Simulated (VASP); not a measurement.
Write the native input for VASP 6.6.1 that does the following.

```yaml
Task: relaxation of cell and atoms
Functional: LDA
Potentials_or_basis: VASP PAW LDA potentials, release 64 (La, H)
Cutoff: 600 eV
k_mesh: 12 × 12 × 12
Occupations: fermi-dirac, width 0.05 eV
Spin: no spin polarisation
Dipole_correction: no
Further_INCAR_settings: ALGO = Normal; EDIFF = 1e-06; IBRION = 2; EDIFFG = -0.002; NSW = 100; ISIF = 3
```

The structure of LaH3 lies in POSCAR:

```
LaH3
1.0
    0.0000000000      2.7864794500      2.7864794500
    2.7864794500      0.0000000000      2.7864794500
    2.7864794500      2.7864794500      0.0000000000
La H
1 3
Direct
    0.0000000000      0.0000000000      0.0000000000
    0.5000000000      0.5000000000      0.5000000000
    0.7500000000      0.7500000000      0.7500000000
    0.2500000000      0.2500000000      0.2500000000
```

The input as run:

INCAR

```
SYSTEM = LaH3
PREC     = Accurate       ! precision mode
ENCUT    = 600            ! plane-wave cutoff, eV
EDIFF    = 1E-6           ! SCF threshold, eV
ISMEAR   = -1             ! smearing method
SIGMA    = 0.05           ! smearing width, eV
LREAL    = .FALSE.        ! projectors in reciprocal space
LASPH    = .TRUE.         ! aspherical terms in the spheres
NELM     = 100            ! most SCF steps
ALGO     = Normal         ! electronic algorithm
ISIF     = 3              ! what is computed and relaxed
LWAVE    = .FALSE.        ! write WAVECAR
LCHARG   = .FALSE.        ! write CHGCAR
GGA      = CA             ! functional
IBRION   = 2              ! ionic algorithm
NSW      = 100            ! ionic steps
EDIFFG   = -0.002         ! ionic threshold
```

KPOINTS

```
regular mesh
0
G
  12 12 12
  0 0 0
```

Potentials or basis: VASP PAW LDA potentials, release 64 (La, H).

Run with:

```bash
$ cat potpaw_LDA.64/La/POTCAR potpaw_LDA.64/H/POTCAR > POTCAR
$ mpirun -np 1 vasp_std > vasp.out
```

Results of the run:

```json
{"Relaxed volume": "10.20 Å³/atom", "Relaxed cell": "a = 3.865 Å, b = 3.865 Å, c = 3.865 Å, α = 60.00°, β = 60.00°, γ = 60.00°", "Space group after relaxing (to 0.1 Å)": "Fm-3m (No. 225)", "Energy gained by relaxing": "9.5 meV/atom", "Ionic steps": "19", "Pressure after relaxing": "0.0 GPa", "Band gap on the k mesh": "zero (bands 7 and 8 overlap by 0.19 eV)"}
```

Caveat: spin-orbit coupling is left out, which moves the levels of the heavy elements.

Run time: 3.5 min on 1 thread of Oxide Virtual Turin-like Processor (shared host), peak memory 0.18 GiB.
